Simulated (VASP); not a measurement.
Set up this calculation in VASP 6.6.1, as the native input.

* Task: single point
* Functional: r2SCAN
* Potentials or basis: VASP PAW PBE potentials, release 64 (Rb_sv, Ag)
* Cutoff: 520 eV
* k mesh: 8 × 8 × 8
* Occupations: gaussian, width 0.1 eV
* Spin: no spin polarisation
* Dipole correction: no
* Further INCAR settings: ALGO = Normal; EDIFF = 1e-07; NBANDS = 27

The system is Rb3Ag.

```
Rb Ag
1.0
     6.05724    0.00000    0.00000
     0.00000    6.05724    0.00000
     0.00000    0.00000    6.05724
Rb Ag
3 1
Direct
  0.00000 0.50000 0.50000
  0.50000 0.00000 0.50000
  0.50000 0.50000 0.00000
  0.00000 0.00000 0.00000
```

The input as run:

POSCAR

```
Rb3Ag
1.0
    6.0572394902      0.0000000000      0.0000000000
    0.0000000000      6.0572394902      0.0000000000
    0.0000000000      0.0000000000      6.0572394902
Rb Ag
3 1
Direct
    0.0000000000      0.5000000000      0.5000000000
    0.5000000000      0.0000000000      0.5000000000
    0.5000000000      0.5000000000      0.0000000000
    0.0000000000      0.0000000000      0.0000000000
```

INCAR.step1

```
ALGO = Normal
EDIFF = 1E-4
ENCUT = 520
GGA = PE
ISMEAR = 0
LASPH = T
LCHARG = F
LREAL = F
LWAVE = T
NBANDS = 27
NELM = 100
PREC = Accurate
SIGMA = 0.1
```

INCAR.step2

```
ALGO = Normal
EDIFF = 1E-7
ENCUT = 520
ISIF = 2
ISMEAR = 0
ISTART = 1
LASPH = T
LCHARG = F
LMIXTAU = T
LREAL = F
LWAVE = F
METAGGA = R2SCAN
NBANDS = 27
NELM = 100
PREC = Accurate
SIGMA = 0.1
```

KPOINTS

```
k-points
0
Gamma
  8 8 8
```

Potentials or basis: VASP PAW PBE potentials, release 64 (Rb_sv, Ag).

Run with:

```sh
$ cat potpaw_PBE.64/Rb_sv/POTCAR potpaw_PBE.64/Ag/POTCAR > POTCAR
$ cp INCAR.step1 INCAR
$ mpirun -np 1 vasp_std > vasp.out
$ cp INCAR.step2 INCAR
$ mpirun -np 1 vasp_std > vasp.out
```

Results of the run:

| Property | Result |
| --- | --- |
| Pressure | 0.0 GPa |
| Band gap on the k mesh | zero (bands 19 and 20 overlap by 1.06 eV) |

Caveat: the PAW data sets were made with another functional, which shifts forces and pressure a little.

It took 10 min on 1 thread of Intel(R) Xeon(R) Platinum 8259CL CPU @ 2.50GHz (Skylake/Cascade Lake), with other jobs on the host, peak memory 0.49 GiB.
